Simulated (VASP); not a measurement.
Pb:

```
Pb
1.0
     0.00000    2.47502    2.47502
     2.47502    0.00000    2.47502
     2.47502    2.47502    0.00000
Pb
1
Cartesian
  0.0000 0.0000 0.0000
```

Base run:

* Program: VASP 6.6.1
* Functional: PBE
* Dispersion: D3(BJ)
* Potentials or basis: VASP PAW PBE potentials, release 64 (Pb_d)
* Cutoff: 520 eV
* k mesh: 9 × 9 × 9
* Occupations: fermi-dirac, width 0.05 eV
* Spin: no spin polarisation

Its results: band gap on the k mesh zero (band 7 reaches 14.70 eV, above the bottom of band 8 at 5.74 eV); pressure 0.0 GPa.

The run is repeated on the same cell with these changes: dispersion from D3(BJ) to none. What comes out?

Band gap on the k mesh zero (band 7 reaches 14.70 eV, above the bottom of band 8 at 5.74 eV); pressure 2.2 GPa.

Dispersion adds attraction, which lowers the pressure at fixed volume and, as a term added to the energy, leaves the levels alone.

Caveats: spin-orbit coupling is left out, which moves the levels of the heavy elements; pairwise dispersion overbinds metals, which lowers pressure and volume (some runs).
